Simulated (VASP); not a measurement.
Set up this calculation in VASP 6.6.1, as the native input.

```yaml
Task: relaxation of cell and atoms
Functional: PBE
Potentials_or_basis: VASP PAW PBE potentials, release 64 (Rh_pv, C)
Cutoff: 600 eV
k_mesh: 12 × 12 × 8
Occupations: gaussian, width 0.1 eV
Spin: no spin polarisation
Dipole_correction: no
Further_INCAR_settings: ALGO = Normal; EDIFF = 1e-06; IBRION = 2; EDIFFG = -0.01; NSW = 100; ISIF = 3
```

The structure of Rh2C3 lies in POSCAR:

```
Rh2C3
1.0
    3.1858153114      0.0000000000      0.0000000000
   -1.5929076557      2.7589969914      0.0000000000
    0.0000000000      0.0000000000      5.7087341090
Rh C
2 3
Direct
    0.3333333333      0.6666666667      0.2473999526
    0.6666666667      0.3333333333      0.7526000474
    0.0000000000      0.0000000000      0.0000000000
    0.3333333333      0.6666666667      0.6038641237
    0.6666666667      0.3333333333      0.3961358763
```

The input as run:

INCAR

```
SYSTEM = Rh2C3
PREC = Accurate ; ENCUT = 600
EDIFF = 1E-6 ; ISMEAR = 0
SIGMA = 0.1 ; LREAL = .False.
LASPH = .True. ; NELM = 60
ALGO = Normal ; ISIF = 3
LWAVE = .False. ; LCHARG = .False.
GGA = PE ; IBRION = 2
NSW = 100 ; EDIFFG = -0.01
```

KPOINTS

```
regular mesh
0
Gamma
  12 12 8
  0 0 0
```

Potentials or basis: VASP PAW PBE potentials, release 64 (Rh_pv, C).

The run is started by

```bash
$ cat potpaw_PBE.64/Rh_pv/POTCAR potpaw_PBE.64/C/POTCAR > POTCAR
$ mpirun -np 1 vasp_std > vasp.out
```

It gave:

| Item | Value |
| --- | --- |
| Relaxed volume | 10.05 Å³/atom |
| Relaxed cell | a = 3.187 Å, b = 3.187 Å, c = 5.710 Å, α = 90.00°, β = 90.00°, γ = 120.00° |
| Space group after relaxing (to 0.05 Å) | P-3m1 (No. 164) |
| Energy gained by relaxing | 0.1 meV/atom |
| Ionic steps | 4 |
| Pressure after relaxing | 0.0 GPa |
| Largest force after relaxing | 0.009 eV/Å |
| Band gap on the k mesh | zero (band 21 reaches 11.22 eV, above the bottom of band 22 at 8.94 eV) |

It took 18 min on 1 thread of Oxide Virtual Turin-like Processor (shared host), peak memory 0.28 GiB.
